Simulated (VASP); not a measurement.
Here is a VASP 6.6.1 calculation.

Contents of INCAR:

```
  PREC = Accurate
  ENCUT = 520
  EDIFF = 1E-7
  ISMEAR = -1
  SIGMA = 0.01
  LREAL = Auto
  LASPH = True
  NELM = 100
  ALGO = Normal
  ISIF = 2
  LWAVE = False
  LCHARG = True
  GGA = PE
  LELF = True
  LVHAR = True
  NBANDS = 181
```

File KPOINTS:

```
Automatic mesh
0
Gamma
  3 3 2
```

Contents of POSCAR:

```
ZnSn15O16
1.0
    7.6273904400      0.0000000000      0.0000000000
    0.0000000000      7.6273904400      0.0000000000
    0.0000000000      0.0000000000      9.7738266000
Zn Sn O
1 15 16
Direct
    0.0000000000      0.2500000000      0.0606647751
    0.0000000000      0.2500000000      0.6238176036
    0.0000000000      0.7500000000      0.1233506141
    0.0000000000      0.7500000000      0.6206623373
    0.5000000000      0.2500000000      0.1233506141
    0.5000000000      0.2500000000      0.6206623373
    0.5000000000      0.7500000000      0.1252827064
    0.5000000000      0.7500000000      0.6167723041
    0.2477670862      0.0022329138      0.3804196368
    0.2519198121     -0.0019198121      0.8845519637
    0.2477670862      0.4977670862      0.3804196368
    0.2519198121      0.5019198121      0.8845519637
    0.7522329138      0.0022329138      0.3804196368
    0.7480801879     -0.0019198121      0.8845519637
    0.7522329138      0.4977670862      0.3804196368
    0.7480801879      0.5019198121      0.8845519637
    0.2532132510      0.2500000000      0.0005023083
    0.2492139215      0.2500000000      0.5034712394
    0.2518290970      0.7500000000      0.0055196810
    0.2491247690      0.7500000000      0.4968943479
    0.7467867490      0.2500000000      0.0005023083
    0.7507860785      0.2500000000      0.5034712394
    0.7481709030      0.7500000000      0.0055196810
    0.7508752310      0.7500000000      0.4968943479
    0.0000000000     -0.0032132510      0.0005023083
    0.0000000000      0.0007860785      0.5034712394
    0.0000000000      0.5032132510      0.0005023083
    0.0000000000      0.4992139215      0.5034712394
    0.5000000000     -0.0018290970      0.0055196810
    0.5000000000      0.0008752310      0.4968943479
    0.5000000000      0.5018290970      0.0055196810
    0.5000000000      0.4991247690      0.4968943479
```

Potentials or basis: VASP PAW PBE potentials, release 64 (Zn, Sn_d, O).

The run is started by

```bash
$ cat potpaw_PBE.64/Zn/POTCAR potpaw_PBE.64/Sn_d/POTCAR potpaw_PBE.64/O/POTCAR > POTCAR
$ mpirun -np 1 vasp_std > vasp.out
```

Q: Estimate the pressure.

A: 2.4 GPa.

Q: Predict the band gap on the k mesh.

A: 0.53 eV.

Q: Estimate the largest force.

A: 0.092 eV/Å.

Stress tensor (GPa, compression positive):
```
2.85 0.00 0.00
0.00 2.85 0.00
0.00 0.00 1.42
```

Caveat: spin-orbit coupling is left out, which moves the levels of the heavy elements.
